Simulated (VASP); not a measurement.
Set up this calculation in VASP 6.6.1, as the native input.

```yaml
Task: single point
Functional: PBE
Potentials_or_basis: VASP PAW PBE potentials, release 64 (Zr_sv, Ag)
Cutoff: 520 eV
k_mesh: 8 × 8 × 8
Occupations: gaussian, width 0.05 eV
Spin: no spin polarisation
Dipole_correction: no
Further_INCAR_settings: ALGO = Normal; EDIFF = 1e-06; NBANDS = 30
```

The structure of ZrAg3 lies in POSCAR:

```
ZrAg3
1.0
    4.1928218207      0.0000000000      0.0000000000
    0.0000000000      4.1928218207      0.0000000000
    0.0000000000      0.0000000000      4.1928218207
Zr Ag
1 3
Direct
    0.0000000000      0.0000000000      0.0000000000
    0.0000000000      0.5000000000      0.5000000000
    0.5000000000      0.5000000000      0.0000000000
    0.5000000000      0.0000000000      0.5000000000
```

One way to write it, as run:

INCAR

```
PREC = Accurate
ENCUT = 520
EDIFF = 1E-6
ISMEAR = 0
SIGMA = 0.05
LREAL = False
LASPH = True
NELM = 60
ALGO = Normal
ISIF = 2
LWAVE = False
LCHARG = False
GGA = PE
NBANDS = 30
```

KPOINTS

```
regular mesh
0
Gamma
  8 8 8
```

Potentials or basis: VASP PAW PBE potentials, release 64 (Zr_sv, Ag).

Run with:

```sh
$ cat potpaw_PBE.64/Zr_sv/POTCAR potpaw_PBE.64/Ag/POTCAR > POTCAR
$ mpirun -np 1 vasp_std > vasp.out
```

Results of the run:

```json
{
  "Pressure": "6.1 GPa",
  "Band gap on the k mesh": "zero (an odd number of electrons rules out a gap without spin polarisation)"
}
```

Caveat: the cell stands under pressure.

Wall time 27 s on 1 thread of Intel(R) Xeon(R) 6975P-C (Granite Rapids) (shared host), peak memory 0.21 GiB.
